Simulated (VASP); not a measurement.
**BN: single point with PBEsol**

The system is BN.

```
B N
1.0
     4.43120    0.00000    0.00000
     0.00000    4.43120    0.00000
     0.00000    0.00000    2.61420
B N
4 4
Direct
  0.17413 0.82587 0.50000
  0.32587 0.32587 0.00000
  0.67413 0.67413 0.00000
  0.82587 0.17413 0.50000
  0.81239 0.81239 0.50000
  0.31239 0.68761 0.00000
  0.68761 0.31239 0.00000
  0.18761 0.18761 0.50000
```

* Program: VASP 6.6.1
* Task: single point
* Functional: PBEsol
* Potentials or basis: VASP PAW PBE potentials, release 64 (B, N)
* Cutoff: 520 eV
* k mesh: 6 × 6 × 10
* Occupations: gaussian, width 0.05 eV
* Spin: no spin polarisation

- Pressure: -14.9 GPa
- Largest force: 0.091 eV/Å
- Band gap on the k mesh: 4.59 eV, indirect (least direct gap 5.64 eV)

Forces in eV/Å, atoms in the order of the input:
```
B    0.037 -0.037  0.000
B   -0.037 -0.037  0.000
B    0.037  0.037  0.000
B   -0.037  0.037  0.000
N   -0.064 -0.064  0.000
N   -0.064  0.064  0.000
N    0.064 -0.064  0.000
N    0.064  0.064  0.000
```

Stress tensor (GPa, compression positive):
```
 -8.64   0.00   0.00
  0.00  -8.64   0.00
  0.00   0.00 -27.32
```

Levels at points of the mesh, in eV from the valence-band top:
```tsv
k point	band 13	band 14	band 15	band 16	band 17	band 18	band 19	band 20
(0.00, 0.00, 0.00)	-0.54	-0.36	0.00	0.00	6.21	6.99	8.32	8.50
(0.50, 0.00, 0.00)	-1.56	-1.56	-1.28	-1.28	7.24	7.24	8.14	8.14
(0.50, 0.50, 0.00)	-2.62	-2.62	-2.48	-2.48	7.28	7.28	7.58	7.58
(0.00, 0.00, 0.50)	-4.09	-4.09	-3.36	-3.36	6.27	6.27	10.06	10.06
(0.50, 0.00, 0.50)	-3.59	-3.59	-2.08	-2.08	6.62	6.62	8.61	8.61
(0.50, 0.50, 0.50)	-3.00	-3.00	-2.42	-2.42	6.01	6.01	6.79	6.79
```

Wall time 50 s on 1 thread of AMD EPYC 9R45 96-Core Processor (Zen 5), with other jobs on the host, peak memory 0.16 GiB.

Caveat: the PAW data sets were made with another functional, which shifts forces and pressure a little. A k mesh can miss the band edges.
